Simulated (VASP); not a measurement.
Set up this calculation in VASP 6.6.1, as the native input.

```yaml
Task: single point
Functional: PBE
Potentials_or_basis: VASP PAW PBE potentials, release 64 (Li_sv, S)
Cutoff: 750 eV
k_mesh: 4 × 4 × 4
Occupations: gaussian, width 0.01 eV
Spin: no spin polarisation
Dipole_correction: no
Further_INCAR_settings: ALGO = Normal; EDIFF = 1e-06; NBANDS = 13
```

The structure of Li2S lies in POSCAR:

```
Li2S
1.0
    0.0000000000      2.8351678429      2.8351678429
    2.8351678429      0.0000000000      2.8351678429
    2.8351678429      2.8351678429      0.0000000000
Li S
2 1
Direct
    0.7500000000      0.7500000000      0.7500000000
    0.2500000000      0.2500000000      0.2500000000
    0.0000000000      0.0000000000      0.0000000000
```

One way to write it, as run:

INCAR

```
PREC = Accurate ; ENCUT = 750
EDIFF = 1E-6 ; ISMEAR = 0
SIGMA = 0.01 ; LREAL = F
LASPH = T ; NELM = 120
ALGO = Normal ; ISIF = 2
LWAVE = F ; LCHARG = F
GGA = PE ; NBANDS = 13
GGA_COMPAT = F
```

KPOINTS

```
regular mesh
0
Gamma
  4 4 4
```

Potentials or basis: VASP PAW PBE potentials, release 64 (Li_sv, S).

Command:

```sh
$ cat potpaw_PBE.64/Li_sv/POTCAR potpaw_PBE.64/S/POTCAR > POTCAR
$ mpirun -np 1 vasp_std > vasp.out
```

Results of the run:

```
Pressure               : 0.6 GPa
Band gap on the k mesh : 3.37 eV (least direct gap 4.34 eV)
```

Caveat: the k points lie up to 0.48 Å⁻¹ apart.

It took 11 s on 1 thread of Intel(R) Xeon(R) Platinum 8375C CPU @ 2.90GHz (Ice Lake), with other jobs on the host, peak memory 0.19 GiB.
